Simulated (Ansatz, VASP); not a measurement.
# InP in VASP and in Ansatz

```
CELL_PARAMETERS angstrom
0.00000 2.91349 2.91349
2.91349 0.00000 2.91349
2.91349 2.91349 0.00000
ATOMIC_POSITIONS crystal
In 0.00000 0.00000 0.00000
P 0.75000 0.75000 0.75000
```

Alike in both runs: functional LDA; k mesh 10 × 10 × 10; occupations gaussian, width 0.02 eV; no spin polarisation.

Ansatz relaxed the structure, and its values are those at the end. VASP's run is a single point on that final structure, the one shown.

|  | VASP | Ansatz |
| --- | --- | --- |
| version | VASP 6.6.1 | Ansatz 0.2.0 |
| potentials or method | VASP PAW LDA potentials, release 64 (In_d, P), cutoff 520 eV | scalar-relativistic, plane waves, PAW |
| valence electrons in the cell | 18 | 18 |

VASP gave:

* gap on the k mesh at the Fermi level (eV): 0.61
* least direct gap on the mesh (eV): 0.61
* pressure (GPa): 0.0

Task: Estimate Ansatz's values.

Result: gap on the k mesh at the Fermi level (eV): 0.57; least direct gap on the mesh (eV): 0.57; pressure (GPa): 0.0.

Ansatz warns that its potentials were made for another functional, while VASP's fit it. LDA's correlation is that of Perdew and Zunger in VASP and of Perdew and Wang (1992) in Ansatz.
